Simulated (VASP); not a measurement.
# Si (P6_3/mmc) in VASP: notebook, part 2 of 3

VASP 6.6.1. Earlier steps stand in the parts before.

### 3 Single point, LDA

This run uses another cell than the first one, of the same volume but with other edges.

Input file INCAR:

```
SYSTEM = Si
PREC     = Accurate       ! precision mode
ENCUT    = 520            ! plane-wave cutoff, eV
EDIFF    = 1E-6           ! SCF threshold, eV
ISMEAR   = 0              ! smearing method
SIGMA    = 0.03           ! smearing width, eV
LREAL    = .FALSE.        ! projectors in reciprocal space
LASPH    = .TRUE.         ! aspherical terms in the spheres
NELM     = 80             ! most SCF steps
ALGO     = Normal         ! electronic algorithm
ISIF     = 2              ! what is computed and relaxed
LWAVE    = .FALSE.        ! write WAVECAR
LCHARG   = .FALSE.        ! write CHGCAR
GGA      = CA             ! functional
NBANDS   = 16             ! bands
```

Input file KPOINTS:

```
regular mesh
0
G
  12 12 6
  0 0 0
```

Input file POSCAR:

```
Si
1.0
    3.5775365161      0.0000000000      0.0000000000
   -1.7887682581      3.0982375059      0.0000000000
    0.0000000000      0.0000000000      7.1014099845
Si
4
Direct
    0.3333333333      0.6666666667      0.0534951140
    0.6666666667      0.3333333333      0.5534951140
    0.3333333333      0.6666666667      0.4465048860
    0.6666666667      0.3333333333      0.9465048860
```

Potentials or basis: VASP PAW LDA potentials, release 64 (Si).

Command:

```console
> cat potpaw_LDA.64/Si/POTCAR > POTCAR
> mpirun -np 1 vasp_std > vasp.out
```

OUTCAR:

```text
SYSTEM = Si
   PREC = Accurate
   ENCUT = 520
   EDIFF = 1E-6
   ISMEAR = 0
   LREAL = .FALSE.
   LASPH = .TRUE.
   NELM = 80
   ISIF = 2
   GGA = CA

 ion  position               nearest neighbor table
   1  0.333  0.667  0.053-   4 2.20   4 2.20   4 2.20   3 2.79
   2  0.667  0.333  0.553-   3 2.20   3 2.20   3 2.20   4 2.79
   3  0.333  0.667  0.447-   2 2.20   2 2.20   2 2.20   1 2.79
   4  0.667  0.333  0.947-   1 2.20   1 2.20   1 2.20   2 2.79

  LATTYP: Found a hexagonal cell.
 ALAT       =     3.5775365161
 C/A-ratio  =     1.9850000000

  Lattice vectors:

 A1 = (   3.5775365161,   0.0000000000,   0.0000000000)
 A2 = (  -1.7887682581,   3.0982375059,   0.0000000000)
 A3 = (   0.0000000000,   0.0000000000,   7.1014099845)

Analysis of symmetry for initial positions (statically):
=====================================================================
 Subroutine PRICEL returns:
 Original cell was already a primitive cell.

 Routine SETGRP: Setting up the symmetry group for a
 hexagonal supercell.

 Subroutine GETGRP returns: Found 24 space group operations
 (whereof 12 operations were pure point group operations)
 out of a pool of 24 trial point group operations.

The static configuration has the point symmetry D_3d.
 The point group associated with its full space group is D_6h.

Analysis of symmetry for dynamics (positions and initial velocities):
=====================================================================
 Subroutine PRICEL returns:
 Original cell was already a primitive cell.

 Routine SETGRP: Setting up the symmetry group for a
 hexagonal supercell.

 Subroutine GETGRP returns: Found 24 space group operations
 (whereof 12 operations were pure point group operations)
 out of a pool of 24 trial point group operations.

The dynamic configuration has the point symmetry D_3d.
 The point group associated with its full space group is D_6h.

 Subroutine INISYM returns: Found 24 space group operations
[... 122 lines left out ...]
  volume/ion in A,a.u.               =      19.68       132.79
  Fermi-wavevector in a.u.,A,eV,Ry     =   0.962573  1.818999 12.606436  0.926547
  Thomas-Fermi vector in A             =   2.092044
   LORBIT       =      0    0 simple, 1 ext, 2 COOP (PROOUT), +10 PAW based schemes
   GGA     = CA    functional components
   LHFCALC =     F    Hartree Fock is set to
   AEXX    =    0.0000 exact exchange contribution
   IVDW    =     0    specifies the selected vdW correction
   LEPSILON=     F    determine dielectric tensor
   LRPA    =     F    only Hartree local field effects (RPA)
 non-spin polarized calculation
 Gauss-broadening in eV      SIGMA  =   0.03
  energy-cutoff  :      520.00
  volume of cell :       78.71
 maximum number of plane-waves:      2163
 NGX is ok and might be reduce to    28

 number of electron      15.9999999 magnetization

 Free energy of the ion-electron system (eV)
  ---------------------------------------------------
  ext. energy  EPLUGINS =         0.00000000
  ---------------------------------------------------
  free energy    TOTEN  =       -22.31545381 eV

  energy without entropy =      -22.31515947  energy(sigma->0) =      -22.31530664

 E-fermi :   5.8403     XC(G=0):  -9.6389

 val. band max:        5.8366971005   @ k =   0.1667  -0.0000   0.0000
 cond. band min:       5.8477823401   @ k =   0.0000   0.0000   0.0000
 fundamental gap:      0.0110852395
 Fermi energy:         5.8402908075

 k-point     1 :       0.0000    0.0000    0.0000
  band No.  band energies     occupation
      1      -6.4051      2.00000
      2      -5.2667      2.00000
      3      -0.5718      2.00000
      4       5.3180      2.00000
      5       5.3204      2.00000
      6       5.3204      2.00000
[... 433 lines left out ...]
      3      -0.2171      2.00000
      4       0.9244      2.00000
      5       1.4654      2.00000
      6       3.8210      2.00000
[... 8 lines left out ...]
     15      13.0787      0.00000
     16      13.8414      0.00000

 [... further k-points ...]

------------------------ aborting loop because EDIFF is reached ----------------------------------------

  FORCE on cell =-STRESS in cart. coord.  units (eV):
  Direction    XX          YY          ZZ          XY          YZ          ZX
  --------------------------------------------------------------------------------------
  -------------------------------------------------------------------------------------
  Total        9.6461229      9.6461229     -6.8090886     -0.0000000      0.0000000      0.0000000
  in kB      196.3450713    196.3450713   -138.5977565     -0.0000000      0.0000000      0.0000000
  external PRESSURE =      84.6974620 kB  Pullay stress =       0.0000000 kB

 VOLUME and BASIS-vectors are now :
 -----------------------------------------------------------------------------
  energy-cutoff  :      520.00
  volume of cell :       78.71
      direct lattice vectors                 reciprocal lattice vectors
     3.577536516  0.000000000  0.000000000     0.279521955  0.161382076  0.000000000
    -1.788768258  3.098237506  0.000000000     0.000000000  0.322764152  0.000000000
     0.000000000  0.000000000  7.101409985     0.000000000  0.000000000  0.140817106

 POSITION                                       TOTAL-FORCE (eV/Angst)
 -----------------------------------------------------------------------------------
     -0.00000      2.06549      0.37989         0.000000     -0.000000      1.989685
      1.78877      1.03275      3.93060         0.000000      0.000000      1.989685
     -0.00000      2.06549      3.17081        -0.000000     -0.000000     -1.989685
      1.78877      1.03275      6.72152        -0.000000      0.000000     -1.989685
 -----------------------------------------------------------------------------------
    total drift:                               -0.000000      0.000000     -0.000000

  FREE ENERGIE OF THE ION-ELECTRON SYSTEM (eV)
  ---------------------------------------------------
  free  energy   TOTEN  =       -22.3154538119 eV

  energy  without entropy=      -22.3151594685  energy(sigma->0) =      -22.31530664
```

stdout:

```text
POSCAR found type information on POSCAR Si
 POSCAR found :  1 types and       4 ions
 scaLAPACK will be used
 LDA part: xc-table for (Slater(with rela. corr.)+CA(PZ))
 , standard interpolation
 POSCAR, INCAR and KPOINTS ok, starting setup
 FFT: planning ... GRIDC
 FFT: planning ... GRID_SOFT
 FFT: planning ... GRID
 WAVECAR not read
 entering main loop
```

Run time: 2.2 min. Hardware: 1 thread of Intel Xeon 8259CL, shared host; peak memory 0.2 GiB.

What came out:

| Property | Result |
| --- | --- |
| Free energy | -22.3155 eV |
| Pressure | 8.5 GPa |
| Largest force | 1.990 eV/Å |
| Band gap on the k mesh | zero (bands 8 and 9 overlap by 0.11 eV) |

Forces on the atoms (eV/Å):
```
Si   0.000  0.000  1.990
Si   0.000  0.000  1.990
Si   0.000  0.000 -1.990
Si   0.000  0.000 -1.990
```

Levels at points of the mesh, in eV from the Fermi level:
```csv
k point,band 5,band 6,band 7,band 8,band 9,band 10,band 11,band 12
"(0.00, 0.00, 0.00)",-0.52,-0.52,0.01,0.11,0.11,3.26,3.28,3.28
"(0.50, 0.00, 0.00)",-3.72,-2.38,-2.08,-1.66,1.19,1.97,2.33,3.26
"(0.00, 0.00, 0.50)",-0.24,-0.24,-0.24,-0.24,3.40,3.40,3.73,3.73
"(0.50, 0.00, 0.50)",-2.20,-2.20,-2.06,-2.06,0.68,0.68,1.68,1.68
```

Caveat: the cell stands under pressure; semilocal functionals underestimate gaps, so a narrow gap can read as zero; forces of over 1 eV/Å act on the atoms, so gaps and moduli don't describe the material at rest.

### 4 Single point, LDA

This run uses another cell than the first one, of the same volume but with other edges.

Input file INCAR:

```
SYSTEM = Si
ALGO = Normal
EDIFF = 1E-7
ENCUT = 520
GGA = CA
ISIF = 2
ISMEAR = 0
LASPH = .True.
LCHARG = .False.
LREAL = .False.
LWAVE = .False.
NBANDS = 16
NELM = 60
PREC = Accurate
SIGMA = 0.03
```

Input file KPOINTS:

```
k-points
0
Gamma
  12 12 6
  0 0 0
```

Input file POSCAR:

```
Si
1.0
    3.7054125847      0.0000000000      0.0000000000
   -1.8527062924      3.2089814298      0.0000000000
    0.0000000000      0.0000000000      6.6197195825
Si
4
Direct
    0.3333333333      0.6666666667      0.0678065120
    0.6666666667      0.3333333333      0.5678065120
    0.3333333333      0.6666666667      0.4321934880
    0.6666666667      0.3333333333      0.9321934880
```

Command:

```console
> cat potpaw_LDA.64/Si/POTCAR > POTCAR
> mpirun -np 1 vasp_std > vasp.out
```

Wall time 2.3 min (1 thread of Intel Xeon 8259CL, shared host); peak memory 0.2 GiB.

Results (log left out):

| Quantity | Value |
| --- | --- |
| Free energy | -23.6314 eV |
| Pressure | -0.1 GPa |
| Largest force | 0.067 eV/Å |
| Band gap on the k mesh | 0.12 eV (least direct gap 0.88 eV) |

Forces on the atoms (eV/Å):
```
Si   0.000  0.000 -0.067
Si   0.000  0.000 -0.067
Si   0.000  0.000  0.067
Si   0.000  0.000  0.067
```

Stress tensor (GPa, compression positive):
```
 4.28  0.00  0.00
 0.00  4.28  0.00
 0.00  0.00 -8.84
```

Levels at points of the mesh, in eV from the valence-band top:
```tsv
k point	band 5	band 6	band 7	band 8	band 9	band 10	band 11	band 12
(0.00, 0.00, 0.00)	-1.27	-1.13	0.00	0.00	0.88	1.68	2.12	2.12
(0.50, 0.00, 0.00)	-5.03	-3.40	-2.98	-1.62	0.44	2.07	2.15	2.95
(0.00, 0.00, 0.50)	-0.76	-0.76	-0.76	-0.76	2.24	2.24	3.00	3.00
(0.50, 0.00, 0.50)	-3.08	-3.08	-2.43	-2.43	0.34	0.34	1.33	1.33
```

(Part 2 of 3 ends here.)
